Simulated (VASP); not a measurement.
# Cu: single point with PBEsol

The system is Cu.

```
CELL_PARAMETERS angstrom
-1.46444 1.46444 1.33480
1.46444 -1.46444 1.33480
1.46444 1.46444 -1.33480
ATOMIC_POSITIONS crystal
Cu 0.00000 0.00000 0.00000
```

This cell differs from its parent crystal: strain +0.015 along x and y, -0.030 along z.

```yaml
Program: VASP 6.6.1
Task: single point
Functional: PBEsol
Potentials_or_basis: VASP PAW PBE potentials, release 64 (Cu)
Cutoff: 520 eV
k_mesh: 24 × 24 × 24
Occupations: gaussian, width 0.15 eV
Spin: no spin polarisation
Dipole_correction: no
Further_INCAR_settings: ALGO = Fast; EDIFF = 1e-06; NBANDS = 12
```

| Item | Value |
| --- | --- |
| Pressure | -0.3 GPa |

Stress tensor (GPa, compression positive):
```
-0.55  0.00  0.00
 0.00 -0.55  0.00
 0.00  0.00  0.26
```

Levels at points of the mesh, in eV from the Fermi level:
```
           k point  band 4  band 5  band 6  band 7  band 8  band 9
(0.00, 0.00, 0.00)   -3.05   -2.39   -1.97   24.19   24.19   26.94
(0.50, 0.00, 0.00)   -1.83   -1.38   -0.43    4.89   16.99   17.05
(0.50, 0.50, 0.00)   -2.13   -1.42   -1.16    3.85   19.47   19.88
(0.50, 0.50, 0.50)   -1.58   -1.49    7.14    7.14   10.81   12.91
```

It took 70 s on 1 thread of AMD EPYC 9R45 96-Core Processor (Zen 5) (shared host), peak memory 0.21 GiB.

Caveat: the cell differs from its parent crystal (strain +0.015 along x and y, -0.030 along z); the PAW data sets were made with another functional, which shifts forces and pressure a little.
